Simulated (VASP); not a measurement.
# WSe2 in VASP: further runs

The runs below take WSe2 through single point, relaxation of cell and atoms, with PBEsol.

Program: VASP 6.6.1. These are calculated values, not measurements. Logs are shortened: lines on timing, memory, paths and dates and some standing lists are left out, and cuts for length are marked.

**1. The cell of the first run**

The cell holds a slab with vacuum, 6 atoms: a = 3.271 Å, b = 3.271 Å, c = 23.983 Å, α = 90.00°, β = 90.00°, γ = 120.00°.

**2. Single point, PBEsol**

File INCAR:

```
ALGO = Normal ; EDIFF = 1E-6
ENCUT = 520 ; GGA = PS
ISIF = 2 ; ISMEAR = 0
LASPH = True ; LCHARG = True
LELF = True ; LREAL = False
LVHAR = True ; LWAVE = False
NBANDS = 35 ; NELM = 60
PREC = Accurate ; SIGMA = 0.02
```

File KPOINTS:

```
k-points
0
Gamma
  12 12 2
```

File POSCAR:

```
WSe2
1.0
    3.2706140677      0.0000000000      0.0000000000
   -1.6353070338      2.8324348686      0.0000000000
    0.0000000000      0.0000000000     23.9834861921
W Se
2 4
Direct
    0.6666666667      0.3333333333      0.1376486585
    0.3333333333      0.6666666667      0.8623513415
    0.3333333333      0.6666666667      0.2073654521
    0.6666666667      0.3333333333      0.9321646897
    0.3333333333      0.6666666667      0.0678353103
    0.6666666667      0.3333333333      0.7926345479
```

Potentials or basis: VASP PAW PBE potentials, release 64 (W_sv, Se).

On the command line:

```sh
cat potpaw_PBE.64/W_sv/POTCAR potpaw_PBE.64/Se/POTCAR > POTCAR
mpirun -np 1 vasp_std > vasp.out
```

OUTCAR:

```text
EDIFF = 1E-6
   ENCUT = 520
   GGA = PS
   ISIF = 2
   ISMEAR = 0
   LASPH = True
   LREAL = False
   NELM = 60
   PREC = Accurate

 ion  position               nearest neighbor table
   1  0.667  0.333  0.138-   3 2.52   3 2.52   3 2.52   5 2.52   5 2.52   5 2.52
   2  0.333  0.667  0.862-   6 2.52   6 2.52   6 2.52   4 2.52   4 2.52   4 2.52
   3  0.333  0.667  0.207-   1 2.52   1 2.52   1 2.52
   4  0.667  0.333  0.932-   2 2.52   2 2.52   2 2.52
   5  0.333  0.667  0.068-   1 2.52   1 2.52   1 2.52
   6  0.667  0.333  0.793-   2 2.52   2 2.52   2 2.52

  LATTYP: Found a hexagonal cell.
 ALAT       =     3.2706140677
 C/A-ratio  =     7.3330223914

  Lattice vectors:

 A1 = (   3.2706140677,   0.0000000000,   0.0000000000)
 A2 = (  -1.6353070338,   2.8324348686,   0.0000000000)
 A3 = (   0.0000000000,   0.0000000000,  23.9834861921)

Analysis of symmetry for initial positions (statically):
=====================================================================
 Subroutine PRICEL returns:
 Original cell was already a primitive cell.

 Routine SETGRP: Setting up the symmetry group for a
 hexagonal supercell.

 Subroutine GETGRP returns: Found 12 space group operations
 (whereof 12 operations were pure point group operations)
 out of a pool of 24 trial point group operations.

The static configuration has the point symmetry D_3d.

Analysis of symmetry for dynamics (positions and initial velocities):
=====================================================================
 Subroutine PRICEL returns:
 Original cell was already a primitive cell.

 Routine SETGRP: Setting up the symmetry group for a
 hexagonal supercell.

 Subroutine GETGRP returns: Found 12 space group operations
 (whereof 12 operations were pure point group operations)
 out of a pool of 24 trial point group operations.

The dynamic configuration has the point symmetry D_3d.

 Subroutine INISYM returns: Found 12 space group operations
 (whereof 12 operations are pure point group operations),
 and found     1 'primitive' translations

----------------------------------------------------------------------------------------

                                     Primitive cell

  volume of cell :     222.1783

  direct lattice vectors                    reciprocal lattice vectors
     3.270614068  0.000000000  0.000000000     0.305752981  0.176526566  0.000000000
[... 90 lines left out ...]
   LSORBIT =      F    spin-orbit coupling
   LASPH  =      T    aspherical Exc in radial PAW
   ENCUT  =  520.0 eV  38.22 Ry    6.18 a.u.   6.08  6.08 44.59*2*pi/ulx,y,z
   NELM   =     60;   NELMIN=  2; NELMDL= -5     # of ELM steps
   EDIFF  = 0.1E-05   stopping-criterion for ELM
   LREAL  =      F    real-space projection
   EDIFFG = 0.1E-04   stopping-criterion for IOM
   NSW    =      0    number of steps for IOM
   IBRION =     -1    ionic relax: 0-MD 1-quasi-New 2-CG
   NFREE  =      0    steps in history (QN), initial steepest desc. (CG)
   ISIF   =      2    stress and relaxation
   ISYM   =      2    0-nonsym 1-usesym 2-fastsym
   POTIM  = 0.5000    time-step for ionic-motion
   TEBEG  =    0.0;   TEEND  =   0.0 temperature during run
   PSTRESS=    0.0 pullay stress
   NELECT =      52.0000    total number of electrons
   NUPDOWN=      -1.0000    fix difference up-down
   EMIN   =  10.00;   EMAX   =-10.00  energy-range for DOS
   EFERMI =   0.00;   METHOD = LEGACY
   ISMEAR =     0;   SIGMA  =   0.02  broadening in eV -4-tet -1-fermi 0-gaus
   EFERMI_NEDOS =   21; number of points for ismear=-14 and -15
   IALGO  =     38    algorithm
   IMIX   =      4    mixing-type and parameters
     AMIX     =   0.40;   BMIX     =  1.00
     AMIX_MAG =   1.60;   BMIX_MAG =  1.00
  volume/ion in A,a.u.               =      37.03       249.89
  Fermi-wavevector in a.u.,A,eV,Ry     =   1.008886  1.906518 13.848703  1.017851
  Thomas-Fermi vector in A             =   2.141780
   LORBIT       =      0    0 simple, 1 ext, 2 COOP (PROOUT), +10 PAW based schemes
   GGA     = PS    functional components
   LHFCALC =     F    Hartree Fock is set to
   AEXX    =    0.0000 exact exchange contribution
   IVDW    =     0    specifies the selected vdW correction
   LEPSILON=     F    determine dielectric tensor
   LRPA    =     F    only Hartree local field effects (RPA)
 non-spin polarized calculation
 Gauss-broadening in eV      SIGMA  =   0.02
  energy-cutoff  :      520.00
  volume of cell :      222.18
 maximum number of plane-waves:      6060
   NGX = 13   NGY = 13   NGZ = 89

 number of electron      52.0000006 magnetization

 Free energy of the ion-electron system (eV)
  ---------------------------------------------------
  ext. energy  EPLUGINS =         0.00000000
  ---------------------------------------------------
  free energy    TOTEN  =       -46.51118719 eV

  energy without entropy =      -46.51118719  energy(sigma->0) =      -46.51118719

 E-fermi :   1.1000     XC(G=0):  -6.3560

 val. band max:        0.9005274755   @ k =   0.3333   0.3333   0.5000
 cond. band min:       2.3203869745   @ k =   0.1667   0.1667   0.0000
 fundamental gap:      1.4198594990
 Fermi energy:         1.0999535264

 k-point     1 :       0.0000    0.0000    0.0000
  band No.  band energies     occupation
      1     -73.0893      2.00000
      2     -73.0893      2.00000
      3     -37.3550      2.00000
      4     -37.3550      2.00000
      5     -37.2049      2.00000
      6     -37.2049      2.00000
[... 901 lines left out ...]
     34       5.2886      0.00000
     35       6.7169      0.00000

 [... further k-points ...]
[... 5 lines left out ...]
  --------------------------------------------------------------------------------------
  -------------------------------------------------------------------------------------
  Total        0.2979099      0.2979099      0.4262705      0.0000000     -0.0000000      0.0000000
  in kB        2.1482953      2.1482953      3.0739325      0.0000000     -0.0000000      0.0000000
  external PRESSURE =       2.4568410 kB  Pullay stress =       0.0000000 kB

 VOLUME and BASIS-vectors are now :
 -----------------------------------------------------------------------------
  energy-cutoff  :      520.00
  volume of cell :      222.18
      direct lattice vectors                 reciprocal lattice vectors
     3.270614068  0.000000000  0.000000000     0.305752981  0.176526566  0.000000000
    -1.635307034  2.832434869  0.000000000     0.000000000  0.353053131  0.000000000
     0.000000000  0.000000000 23.983486192     0.000000000  0.000000000  0.041695356

 POSITION                                       TOTAL-FORCE (eV/Angst)
 -----------------------------------------------------------------------------------
      1.63531      0.94414      3.30129        -0.000000     -0.000000      0.000545
     -0.00000      1.88829     20.68219         0.000000      0.000000     -0.000545
     -0.00000      1.88829      4.97335        -0.000000     -0.000000      0.066022
      1.63531      0.94414     22.35656        -0.000000      0.000000      0.065727
     -0.00000      1.88829      1.62693         0.000000      0.000000     -0.065727
      1.63531      0.94414     19.01014        -0.000000      0.000000     -0.066022
 -----------------------------------------------------------------------------------
    total drift:                                0.000000     -0.000000     -0.000000

  FREE ENERGIE OF THE ION-ELECTRON SYSTEM (eV)
  ---------------------------------------------------
  free  energy   TOTEN  =       -46.5111871920 eV

  energy  without entropy=      -46.5111871920  energy(sigma->0) =      -46.51118719
```

stdout:

```text
POSCAR found type information on POSCAR W Se
 POSCAR found :  2 types and       6 ions
 scaLAPACK will be used
 -----------------------------------------------------------------------------
|                                                                             |
|                                                                             |
|     You enforced a specific xc type in the INCAR file but a different       |
|     I HOPE YOU KNOW WHAT YOU ARE DOING!                                     |
|                                                                             |
 -----------------------------------------------------------------------------

 LDA part: xc-table for (Slater+PW92), standard interpolation
 POSCAR, INCAR and KPOINTS ok, starting setup
 FFT: planning ... GRIDC
 FFT: planning ... GRID_SOFT
 FFT: planning ... GRID
 WAVECAR not read
 entering main loop
```

It took 4.3 min on 1 thread of Intel Xeon 6975P-C (Granite Rapids), shared host; peak memory 0.46 GiB.

Results:

| Property | Result |
| --- | --- |
| Free energy | -46.5112 eV |
| Largest force | 0.066 eV/Å |
| Band gap on the k mesh | 1.42 eV (least direct gap 1.64 eV) |

Forces on the atoms (eV/Å):
```
W    0.000  0.000  0.001
W    0.000  0.000 -0.001
Se   0.000  0.000  0.066
Se   0.000  0.000  0.066
Se   0.000  0.000 -0.066
Se   0.000  0.000 -0.066
```

Levels at points of the mesh, in eV from the valence-band top:
```csv
k point,band 24,band 25,band 26,band 27,band 28,band 29
"(0.00, 0.00, 0.00)",-1.21,-0.63,0.00,2.99,2.99,3.02
"(0.50, 0.00, 0.00)",-1.06,-0.95,-0.85,2.47,2.49,2.71
"(0.00, 0.00, 0.50)",-1.21,-0.63,0.00,2.99,2.99,3.02
"(0.50, 0.00, 0.50)",-1.06,-0.95,-0.85,2.47,2.49,2.71
```

Caveat: the PAW data sets were made with another functional, which shifts forces and pressure a little; spin-orbit coupling is left out, which moves the levels of the heavy elements.

**3. Single point, PBEsol (38.14 Å³/atom)**

This run uses another cell than the first one.

File INCAR:

```
SYSTEM = WSe2
PREC = Accurate
ENCUT = 520
EDIFF = 1E-6
ISMEAR = 0
SIGMA = 0.02
LREAL = .False.
LASPH = .True.
NELM = 80
ALGO = Normal
ISIF = 2
LWAVE = .False.
LCHARG = .True.
GGA = PS
LELF = .True.
LVHAR = .True.
NBANDS = 35
```

File KPOINTS:

```
regular mesh
0
Gamma
  12 12 2
  0 0 0
```

File POSCAR:

```
WSe2
1.0
    3.2705886974      0.0000000000      0.0000000000
   -1.6352943487      2.8324128973      0.0000000000
    0.0000000000      0.0000000000     24.7033740269
W Se
2 4
Direct
    0.6666666667      0.3333333333      0.1338098933
    0.3333333333      0.6666666667      0.8661901067
    0.3333333333      0.6666666667      0.2015082915
    0.6666666667      0.3333333333      0.9339826033
    0.3333333333      0.6666666667      0.0660173967
    0.6666666667      0.3333333333      0.7984917085
```

Potentials or basis: VASP PAW PBE potentials, release 64 (W_sv, Se).

On the command line:

```sh
cat potpaw_PBE.64/W_sv/POTCAR potpaw_PBE.64/Se/POTCAR > POTCAR
mpirun -np 1 vasp_std > vasp.out
```

It took 3.9 min on 1 thread of Intel Xeon 6975P-C (Granite Rapids), shared host; peak memory 0.46 GiB.

Results (log left out):

* Free energy: -46.5112 eV
* Largest force: 0.061 eV/Å
* Band gap on the k mesh: 1.42 eV (least direct gap 1.64 eV)

Forces in eV/Å, atoms in the order of the input:
```
W    0.000  0.000  0.000
W    0.000  0.000  0.000
Se   0.000  0.000  0.060
Se   0.000  0.000  0.061
Se   0.000  0.000 -0.061
Se   0.000  0.000 -0.060
```

Levels at points of the mesh, in eV from the valence-band top:
| k point | band 23 | band 24 | band 25 | band 26 | band 27 | band 28 | band 29 | band 30 |
| --- | --- | --- | --- | --- | --- | --- | --- | --- |
| (0.00, 0.00, 0.00) | -1.21 | -1.21 | -0.63 | -0.01 | 2.99 | 2.99 | 3.02 | 3.02 |
| (0.50, 0.00, 0.00) | -1.11 | -1.06 | -0.95 | -0.85 | 2.47 | 2.49 | 2.71 | 2.89 |
| (0.00, 0.00, 0.50) | -1.21 | -1.21 | -0.63 | -0.01 | 2.99 | 2.99 | 3.02 | 3.02 |
| (0.50, 0.00, 0.50) | -1.11 | -1.06 | -0.95 | -0.85 | 2.47 | 2.49 | 2.71 | 2.89 |

Caveat: the PAW data sets were made with another functional, which shifts forces and pressure a little; spin-orbit coupling is left out, which moves the levels of the heavy elements.

**4. Single point, PBEsol (39.25 Å³/atom)**

This run uses another cell than the first one.

File INCAR:

```
SYSTEM = WSe2
PREC     = Accurate       ! precision mode
ENCUT    = 520            ! plane-wave cutoff, eV
EDIFF    = 1E-7           ! SCF threshold, eV
ISMEAR   = 0              ! smearing method
SIGMA    = 0.02           ! smearing width, eV
LREAL    = .False.        ! projectors in reciprocal space
LASPH    = .True.         ! aspherical terms in the spheres
NELM     = 100            ! most SCF steps
ALGO     = Normal         ! electronic algorithm
ISIF     = 2              ! what is computed and relaxed
LWAVE    = .False.        ! write WAVECAR
LCHARG   = .False.        ! write CHGCAR
GGA      = PS             ! functional
NBANDS   = 35             ! bands
```

KPOINTS is that of step 3.

File POSCAR:

```
WSe2
1.0
    3.2705206463      0.0000000000      0.0000000000
   -1.6352603231      2.8323539633      0.0000000000
    0.0000000000      0.0000000000     25.4239477549
W Se
2 4
Direct
    0.6666666667      0.3333333333      0.1300181609
    0.3333333333      0.6666666667      0.8699818391
    0.3333333333      0.6666666667      0.1957990067
    0.6666666667      0.3333333333      0.9358543189
    0.3333333333      0.6666666667      0.0641456811
    0.6666666667      0.3333333333      0.8042009933
```

On the command line:

```sh
cat potpaw_PBE.64/W_sv/POTCAR potpaw_PBE.64/Se/POTCAR > POTCAR
mpirun -np 1 vasp_std > vasp.out
```

Run time: 4.6 min. Hardware: 1 thread of Intel Xeon 6975P-C (Granite Rapids), shared host; peak memory 0.47 GiB.

The run converged. Its results:

```
Free energy            : -46.5113 eV
Largest force          : 0.061 eV/Å
Band gap on the k mesh : 1.42 eV (least direct gap 1.64 eV)
```

Forces in eV/Å, atoms in the order of the input:
```
W    0.000  0.000  0.000
W    0.000  0.000  0.000
Se   0.000  0.000  0.060
Se   0.000  0.000  0.061
Se   0.000  0.000 -0.061
Se   0.000  0.000 -0.060
```

Levels at points of the mesh, in eV from the valence-band top:
```csv
k point,band 24,band 25,band 26,band 27,band 28,band 29
"(0.00, 0.00, 0.00)",-1.21,-0.63,-0.01,2.99,2.99,3.02
"(0.50, 0.00, 0.00)",-1.06,-0.95,-0.85,2.47,2.49,2.71
"(0.00, 0.00, 0.50)",-1.21,-0.63,-0.01,2.99,2.99,3.02
"(0.50, 0.00, 0.50)",-1.06,-0.95,-0.85,2.47,2.49,2.71
```

Caveat: the PAW data sets were made with another functional, which shifts forces and pressure a little; spin-orbit coupling is left out, which moves the levels of the heavy elements.

[end of part 1 of 2]
